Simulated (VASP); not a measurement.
The system is HfO2.

```
Hf O
1.0
     0.00000    2.52918    2.52918
     2.52918    0.00000    2.52918
     2.52918    2.52918    0.00000
Hf O
1 2
Direct
  0.00000 0.00000 0.00000
  0.25000 0.25000 0.25000
  0.75000 0.75000 0.75000
```

Base run:

| Quantity | Value |
| --- | --- |
| Program | VASP 6.6.1 |
| Functional | r2SCAN |
| Potentials or basis | VASP PAW PBE potentials, release 64 (Hf_pv, O) |
| Cutoff | 520 eV |
| k mesh | 6 × 6 × 6 |
| Occupations | gaussian, width 0.01 eV |
| Spin | no spin polarisation |

Its results: band gap on the k mesh 4.31 eV; pressure -4.0 GPa.

Task: The run is repeated on the same cell with these changes: functional from r2SCAN to HSE06; k mesh from 6 × 6 × 6 to 4 × 4 × 4. What comes out?

Result: Band gap on the k mesh 5.36 eV; pressure -5.3 GPa.

Several settings changed at once.

Caveats: some runs use coarse meshes; the PAW data sets were made with another functional, which shifts forces and pressure a little; spin-orbit coupling is left out, which moves the levels of the heavy elements; the cell stands under tension (at least some runs).

A k mesh can miss the band edges.
